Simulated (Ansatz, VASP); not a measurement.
**Sr4HfO: VASP beside Ansatz**

```
Sr Hf O
1.0
     4.83784    0.00000    0.00000
    -2.41892    4.18969    0.00000
     0.00000    0.00000    7.87649
Sr Hf O
4 1 1
Cartesian
  0.0000 2.7931 2.3407
  2.4189 1.3966 2.3407
  2.4189 1.3966 5.5358
  0.0000 2.7931 5.5358
  0.0000 0.0000 3.9382
  0.0000 0.0000 0.0000
```

Alike in both runs: task single point; functional PBE; k mesh 6 × 6 × 2; occupations gaussian, width 0.1 eV; no spin polarisation.

|  | VASP | Ansatz |
| --- | --- | --- |
| version | VASP 6.6.1 | Ansatz 0.2.0 |
| potentials or method | VASP PAW PBE potentials, release 64 (Sr_sv, Hf_pv, O), cutoff 520 eV | scalar-relativistic, plane waves, PAW |
| valence electrons in the cell | 56 | 72 |

Ansatz gave:

```
gap on the k mesh at the Fermi level (eV)                     : none
pressure (GPa)                                                : 13.8
traceless stress, the component that is largest in VASP (GPa) : -9.16
rms of the force components (eV/Å)                            : 1.181
```

Question: Which values does VASP return?

Answer: gap on the k mesh at the Fermi level (eV): none; pressure (GPa): 14.1; traceless stress, the component that is largest in VASP (GPa): -9.30; rms of the force components (eV/Å): 1.194.

Atom by atom the forces differ by 0.013 eV/Å (rms over components). A gap of «none» marks a metal or a gap that the smearing closes. The functional is the same, so the differences come from potentials, cutoffs and numerics. VASP's potentials hold 56 valence electrons a cell and Ansatz's 72, so a difference there can come from the potentials and not from the codes.

The k mesh is coarse, so the values compare programs but aren't converged. Spin-orbit coupling is off throughout.
